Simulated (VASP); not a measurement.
# Ag9Ru7 (Amm2) in VASP: single point with PBE

Aim: the single point of Ag9Ru7 with PBE.

Program: VASP 6.6.1. These are calculated values, not measurements. Logs are shortened: lines on timing, memory, paths and dates and some standing lists are left out, and cuts for length are marked.

## (1) The cell of the first run

The structure is orthorhombic, space group Amm2 (No. 38). The conventional cell has a = 9.107 Å, b = 5.588 Å, c = 10.010 Å, α = 90.00°, β = 90.00°, γ = 90.00°. Ru (site symmetry m) has 4 Ru at 2.44 to 3.15 Å and 8 Ag at 2.79 to 2.95 Å within 3.2 Å. Ru (site symmetry m) has 6 Ru at 2.63 to 3.11 Å and 6 Ag at 2.81 to 2.90 Å within 3.5 Å. Within 3.5 Å of Ru (site symmetry mm2) lie 6 Ru at 2.62 to 3.11 Å and 6 Ag at 2.80 to 2.85 Å. Within 3.5 Å of Ru (site symmetry m) lie 5 Ru at 2.62 to 2.75 Å and 7 Ag at 2.80 to 3.03 Å. Ag (site symmetry mm2) has 8 Ag at 2.80 to 2.83 Å and 4 Ru at 2.85 to 2.90 Å within 3.7 Å. Ag (site symmetry mm2) has 6 Ag at 2.79 to 2.85 Å and 6 Ru at 2.80 to 2.90 Å within 3.7 Å. Ag (site symmetry mm2) has 6 Ag at 2.77 to 2.80 Å and 6 Ru at 2.79 to 3.03 Å within 3.7 Å. Ag (site symmetry 1) has 7 Ag at 2.76 to 2.91 Å and 5 Ru at 2.81 to 2.94 Å within 3.6 Å.

## (2) Single point, PBE

INCAR

```
PREC = Accurate
ENCUT = 520
EDIFF = 1E-6
ISMEAR = 0
SIGMA = 0.1
LREAL = Auto
LASPH = True
NELM = 80
ALGO = Fast
ISIF = 2
LWAVE = False
LCHARG = True
GGA = PE
LELF = True
LVHAR = True
NBANDS = 112
ISYM = 0
```

KPOINTS

```
regular mesh
0
Gamma
  4 4 3
```

POSCAR

```
Ag9Ru7
1.0
    2.7941035789     -5.0051473598     -0.0000076479
    2.7940960628      5.0051335032      0.0000229021
   -0.0000218110      0.0000322790      9.1066627869
Ru Ag
7 9
Direct
    0.8156356934      0.1205406873      0.1242942575
    0.8334777310      0.1635331187      0.6242962972
    0.3797320091      0.6846365319      0.1242925659
    0.3367517136      0.6668022095      0.6242924729
    0.8082837496      0.6919930900      0.6242918898
    0.6613908321      0.8388900023      0.3862490259
    0.6613881735      0.8388866162      0.8623364263
    0.3349886756      0.1652867886      0.1242931914
    0.3303227699      0.1699547796      0.6242931627
    0.8483518989      0.6519244799      0.1242921076
    0.6700476344      0.3371996690      0.3778331618
    0.6700446309      0.3371965149      0.8707548270
    0.1628909522      0.3373828707      0.3705081805
    0.1628932753      0.3373834385      0.8780787490
    0.1630793782      0.8302328308      0.3778311787
    0.1630778922      0.8302290273      0.8707523982
```

Potentials or basis: VASP PAW PBE potentials, release 64 (Ru_pv, Ag).

Launch:

```bash
$ cat potpaw_PBE.64/Ru_pv/POTCAR potpaw_PBE.64/Ag/POTCAR > POTCAR
$ mpirun -np 1 vasp_std > vasp.out
```

OUTCAR:

```text
PREC = Accurate
   ENCUT = 520
   EDIFF = 1E-6
   ISMEAR = 0
   LREAL = Auto
   LASPH = True
   NELM = 80
   ISIF = 2
   GGA = PE
   ISYM = 0

 ion  position               nearest neighbor table
   1  0.816  0.121  0.124-   3 2.44   6 2.75   7 2.75  10 2.79  13 2.82  14 2.82   8 2.85   8 2.90
                            12 2.94  11 2.94  10 2.95   3 3.15
   2  0.833  0.164  0.624-   5 2.63   7 2.68   6 2.68   4 2.78  12 2.81  11 2.81   4 2.81  14 2.82
                            13 2.82   9 2.83   9 2.90   5 3.11
   3  0.380  0.685  0.124-   1 2.44   7 2.75   6 2.75  10 2.79  14 2.82  13 2.82   8 2.85   8 2.90
                            16 2.94  15 2.94  10 2.95   1 3.15
   4  0.337  0.667  0.624-   5 2.63   7 2.68   6 2.68   2 2.78  15 2.81  16 2.81   2 2.81  13 2.82
                            14 2.82   9 2.83   9 2.90   5 3.11
   5  0.808  0.692  0.624-   6 2.62   7 2.62   4 2.63   2 2.63   9 2.80   9 2.80  11 2.85  16 2.85
                            15 2.85  12 2.85   2 3.11   4 3.11
   6  0.661  0.839  0.386-   5 2.62   4 2.68   2 2.68   1 2.75   3 2.75  13 2.80  13 2.80  11 2.83
                            15 2.83  15 2.90  11 2.90  10 3.03
   7  0.661  0.839  0.862-   5 2.62   2 2.68   4 2.68   3 2.75   1 2.75  14 2.80  14 2.80  12 2.83
                            16 2.83  12 2.90  16 2.90  10 3.03
   8  0.335  0.165  0.124-  10 2.80  10 2.80  14 2.83  13 2.83  15 2.83  12 2.83  11 2.83  16 2.83
                             3 2.85   1 2.85   1 2.90   3 2.90
   9  0.330  0.170  0.624-  16 2.79  12 2.79  11 2.79  15 2.79   5 2.80   5 2.80   4 2.83   2 2.83
                            13 2.85  14 2.85   2 2.90   4 2.90
  10  0.848  0.652  0.124-  12 2.77  15 2.77  11 2.77  16 2.77   1 2.79   3 2.79   8 2.80   8 2.80
                             3 2.95   1 2.95   7 3.03   6 3.03
  11  0.670  0.337  0.378-  15 2.76  10 2.77   9 2.79   2 2.81  13 2.83   8 2.83   6 2.83  15 2.83
                             5 2.85   6 2.90  13 2.91   1 2.94
  12  0.670  0.337  0.871-  16 2.76  10 2.77   9 2.79   2 2.81  14 2.83   8 2.83   7 2.83  16 2.83
                             5 2.85   7 2.90  14 2.91   1 2.94
  13  0.163  0.337  0.371-   6 2.80   6 2.80   4 2.82   2 2.82   1 2.82   3 2.82  11 2.83  15 2.83
                             8 2.83   9 2.85  15 2.91  11 2.91
  14  0.163  0.337  0.878-   7 2.80   7 2.80   2 2.82   4 2.82   3 2.82   1 2.82  16 2.83  12 2.83
                             8 2.83   9 2.85  12 2.91  16 2.91
  15  0.163  0.830  0.378-  11 2.76  10 2.77   9 2.79   4 2.81  13 2.83   8 2.83   6 2.83  11 2.83
                             5 2.85   6 2.90  13 2.91   3 2.94
  16  0.163  0.830  0.871-  12 2.76  10 2.77   9 2.79   4 2.81  14 2.83   8 2.83   7 2.83  12 2.83
                             5 2.85   7 2.90  14 2.91   3 2.94

IMPORTANT INFORMATION: All symmetrisations will be switched off!
NOSYMM: (Re-)initialisation of all symmetry stuff for point group C_1.

----------------------------------------------------------------------------------------

                                     Primitive cell

  volume of cell :     254.7108

  direct lattice vectors                    reciprocal lattice vectors
     2.794103579 -5.005147360 -0.000007648     0.178948262 -0.099897163  0.000000783
     2.794096063  5.005133503  0.000022902     0.178948758  0.099897431  0.000000075
    -0.000021811  0.000032279  9.106662787    -0.000000300 -0.000000335  0.109809710

  length of vectors
     5.732234722  5.732218959  9.106662787     0.204943709  0.204944272  0.109809710

  position of ions in fractional coordinates (direct lattice)
     0.815635693  0.120540687  0.124294257
     0.833477731  0.163533119  0.624296297
     0.379732009  0.684636532  0.124292566
     0.336751714  0.666802209  0.624292473
     0.808283750  0.691993090  0.624291890
     0.661390832  0.838890002  0.386249026
[... 8 lines left out ...]
     0.163079378  0.830232831  0.377831179
     0.163077892  0.830229027  0.870752398

  ion indices of the primitive-cell ions
   primitive index   ion index
                 1           1
                 2           2
                 3           3
                 4           4
                 5           5
                 6           6
[... 8 lines left out ...]
                15          15
                16          16

----------------------------------------------------------------------------------------

 KPOINTS: regular mesh

Automatic generation of k-mesh.
 Grid dimensions read from file:
 generate k-points for:    4    4    3

 Generating k-lattice:

  Cartesian coordinates                     Fractional coordinates (reciprocal lattice)
     0.044737066 -0.024974291  0.000000196     0.250000000  0.000000000 -0.000000000
     0.044737189  0.024974358  0.000000019    -0.000000000  0.250000000  0.000000000
    -0.000000100 -0.000000112  0.036603237     0.000000000  0.000000000  0.333333333

  Length of vectors
     0.051235927  0.051236068  0.036603237

  Shift w.r.t. Gamma in fractional coordinates (k-lattice)
     0.000000000  0.000000000  0.000000000

 Subroutine IBZKPT returns following result:
 ===========================================

 Found     26 irreducible k-points:

 Following reciprocal coordinates:
            Coordinates               Weight
  0.000000  0.000000  0.000000      1.000000
  0.250000  0.000000 -0.000000      2.000000
 -0.000000  0.250000 -0.000000      2.000000
  0.500000  0.000000 -0.000000      1.000000
 -0.000000  0.500000 -0.000000      1.000000
  0.250000  0.250000  0.000000      2.000000
[... 16 lines left out ...]
 -0.250000  0.500000 -0.333333      2.000000
 -0.250000  0.250000  0.333333      2.000000
 [... further k-points ...]
   k-points           NKPTS =     26   k-points in BZ     NKDIM =     26   number of bands    NBANDS=    112
   number of dos      NEDOS =    301   number of ions     NIONS =     16
   total plane-waves  NPLWV = 161280
   dimension x,y,z NGX =    48 NGY =   48 NGZ =   70
   dimension x,y,z NGXF=    96 NGYF=   96 NGZF=  140
   ions per type =               7   9
   NGX,Y,Z   is equivalent  to a cutoff of  13.92, 13.92, 12.78 a.u.
   NGXF,Y,Z  is equivalent  to a cutoff of  27.84, 27.84, 25.56 a.u.
 SYSTEM =  unknown system
   PREC   = accura    normal or accurate (medium, high low for compatibility)
   ISTART =      0    job   : 0-new  1-cont  2-samecut
   ICHARG =      2    charge: 1-file 2-atom 10-const
   ISPIN  =      1    spin polarized calculation?
   LNONCOLLINEAR =      F non collinear calculations
   LSORBIT =      F    spin-orbit coupling
   LASPH  =      T    aspherical Exc in radial PAW
   ENCUT  =  520.0 eV  38.22 Ry    6.18 a.u.  10.66 10.66 16.93*2*pi/ulx,y,z
   NELM   =     80;   NELMIN=  2; NELMDL= -5     # of ELM steps
   EDIFF  = 0.1E-05   stopping-criterion for ELM
   LREAL  =      T    real-space projection
   EDIFFG = 0.1E-04   stopping-criterion for IOM
   NSW    =      0    number of steps for IOM
   IBRION =     -1    ionic relax: 0-MD 1-quasi-New 2-CG
   NFREE  =      0    steps in history (QN), initial steepest desc. (CG)
   ISIF   =      2    stress and relaxation
   ISYM   =      0    0-nonsym 1-usesym 2-fastsym
   POTIM  = 0.5000    time-step for ionic-motion
   TEBEG  =    0.0;   TEEND  =   0.0 temperature during run
   PSTRESS=    0.0 pullay stress
   NELECT =     197.0000    total number of electrons
   NUPDOWN=      -1.0000    fix difference up-down
   EMIN   =  10.00;   EMAX   =-10.00  energy-range for DOS
   EFERMI =   0.00;   METHOD = LEGACY
   ISMEAR =     0;   SIGMA  =   0.10  broadening in eV -4-tet -1-fermi 0-gaus
   EFERMI_NEDOS =   21; number of points for ismear=-14 and -15
   IALGO  =     68    algorithm
   IMIX   =      4    mixing-type and parameters
     AMIX     =   0.40;   BMIX     =  1.00
     AMIX_MAG =   1.60;   BMIX_MAG =  1.00
  volume/ion in A,a.u.               =      15.92       107.43
  Fermi-wavevector in a.u.,A,eV,Ry     =   1.502730  2.839749 30.724661  2.258199
  Thomas-Fermi vector in A             =   2.613933
   LORBIT       =      0    0 simple, 1 ext, 2 COOP (PROOUT), +10 PAW based schemes
   GGA     = PE    functional components
   LHFCALC =     F    Hartree Fock is set to
   AEXX    =    0.0000 exact exchange contribution
   IVDW    =     0    specifies the selected vdW correction
   LEPSILON=     F    determine dielectric tensor
   LRPA    =     F    only Hartree local field effects (RPA)
 non-spin polarized calculation
 RMM-DIIS sequential band-by-band and
 Gauss-broadening in eV      SIGMA  =   0.10
  energy-cutoff  :      520.00
  volume of cell :      254.71
 maximum number of plane-waves:      6892
 NGX is ok and might be reduce to    48
   NGX = 21   NGY = 21   NGZ = 33

 number of electron     197.0000012 magnetization

 Free energy of the ion-electron system (eV)
  ---------------------------------------------------
  ext. energy  EPLUGINS =         0.00000000
  ---------------------------------------------------
  free energy    TOTEN  =       -81.33058348 eV

  energy without entropy =      -81.25554777  energy(sigma->0) =      -81.29306562

 E-fermi :   9.5574     XC(G=0): -12.8356

 val. band max:        9.5437225569   @ k =  -0.2500   0.2500   0.0000
 cond. band min:       9.5597098746   @ k =   0.2500   0.2500   0.3333
 fundamental gap:      0.0159873177
 Fermi energy:         9.5574496530

 k-point     1 :       0.0000    0.0000    0.0000
  band No.  band energies     occupation
      1     -33.5014      2.00000
      2     -33.4131      2.00000
      3     -33.2797      2.00000
      4     -33.0553      2.00000
      5     -33.0536      2.00000
      6     -33.0129      2.00000
[... 102 lines left out ...]
    109      11.5153      0.00000
    110      11.5676      0.00000

 k-point     2 :       0.2500    0.0000   -0.0000
  band No.  band energies     occupation
      1     -33.4776      2.00000
      2     -33.3773      2.00000
      3     -33.2781      2.00000
      4     -33.0847      2.00000
      5     -33.0187      2.00000
      6     -33.0137      2.00000
[... 2478 lines left out ...]
 k-point    24 :      -0.2500    0.2500    0.3333
  band No.  band energies     occupation
      1     -33.4926      2.00000
      2     -33.4178      2.00000
      3     -33.2380      2.00000
      4     -33.0788      2.00000
      5     -33.0448      2.00000
      6     -33.0158      2.00000
[... 102 lines left out ...]
    109      11.3632      0.00000
    110      11.8014      0.00000

 [... further k-points ...]

 [bands above 110 left out]

------------------------ aborting loop because EDIFF is reached ----------------------------------------

  FORCE on cell =-STRESS in cart. coord.  units (eV):
  Direction    XX          YY          ZZ          XY          YZ          ZX
  --------------------------------------------------------------------------------------
  -------------------------------------------------------------------------------------
  Total       -0.2037437     -0.1564207     -0.2180569      0.0013576     -0.0023698      0.0001193
  in kB       -1.2815851     -0.9839144     -1.3716177      0.0085396     -0.0149062      0.0007503
  external PRESSURE =      -1.2123724 kB  Pullay stress =       0.0000000 kB

 VOLUME and BASIS-vectors are now :
 -----------------------------------------------------------------------------
  energy-cutoff  :      520.00
  volume of cell :      254.71
      direct lattice vectors                 reciprocal lattice vectors
     2.794103579 -5.005147360 -0.000007648     0.178948262 -0.099897163  0.000000783
     2.794096063  5.005133503  0.000022902     0.178948758  0.099897431  0.000000075
    -0.000021811  0.000032279  9.106662787    -0.000000300 -0.000000335  0.109809710

 POSITION                                       TOTAL-FORCE (eV/Angst)
 -----------------------------------------------------------------------------------
      2.61577     -3.47905      1.13190         0.023317      0.008980     -0.000153
      2.78574     -3.35315      5.68525        -0.001944      0.001719      0.001634
      2.97395      1.52609      1.13190        -0.023572      0.009030     -0.000199
      2.80401      1.65196      5.68523         0.002352      0.001791      0.001330
      4.19191     -0.58204      5.68523         0.000013      0.000266     -0.000168
      4.19193      0.88841      3.51745        -0.000330     -0.003706      0.002741
[... 8 lines left out ...]
      2.77540      3.33920      3.44080         0.000175      0.000209      0.000036
      2.77538      3.33921      7.92967        -0.000234      0.001611      0.002931
 -----------------------------------------------------------------------------------
    total drift:                               -0.000427     -0.001408      0.008237

  FREE ENERGIE OF THE ION-ELECTRON SYSTEM (eV)
  ---------------------------------------------------
  free  energy   TOTEN  =       -81.3305834756 eV

  energy  without entropy=      -81.2555477689  energy(sigma->0) =      -81.29306562
```

It took 27 min on 1 thread of Intel Xeon Platinum 8488C (Sapphire Rapids), shared host; peak memory 0.68 GiB.

Results:

```
Free energy            : -81.3306 eV
Pressure               : -0.1 GPa
Largest force          : 0.025 eV/Å
Band gap on the k mesh : zero (an odd number of electrons rules out a gap without spin polarisation)
```

Forces in eV/Å, atoms in the order of the input:
```
Ru   0.023  0.009  0.000
Ru  -0.002  0.002  0.002
Ru  -0.024  0.009  0.000
Ru   0.002  0.002  0.001
Ru   0.000  0.000  0.000
Ru   0.000 -0.004  0.003
Ru   0.000 -0.004 -0.005
Ag   0.000 -0.008  0.000
Ag   0.000  0.002 -0.003
Ag   0.000 -0.005 -0.001
Ag   0.000  0.001  0.000
Ag   0.000  0.002  0.002
Ag   0.000 -0.003  0.004
Ag   0.000 -0.005 -0.005
Ag   0.000  0.000  0.000
Ag   0.000  0.002  0.003
```

Levels at points of the mesh, in eV from the Fermi level:
| k point | band 96 | band 97 | band 98 | band 99 | band 100 | band 101 | band 102 | band 103 |
| --- | --- | --- | --- | --- | --- | --- | --- | --- |
| (0.00, 0.00, 0.00) | 0.13 | 0.15 | 0.31 | 0.37 | 0.39 | 0.44 | 0.64 | 0.81 |
| (0.50, 0.00, 0.00) | -0.49 | -0.42 | -0.41 | -0.20 | -0.12 | -0.04 | -0.02 | 0.43 |
| (0.00, 0.50, 0.00) | -0.49 | -0.42 | -0.41 | -0.20 | -0.12 | -0.04 | -0.02 | 0.43 |
| (0.50, 0.50, 0.00) | -0.48 | -0.40 | -0.09 | -0.07 | 0.06 | 0.11 | 0.17 | 0.50 |
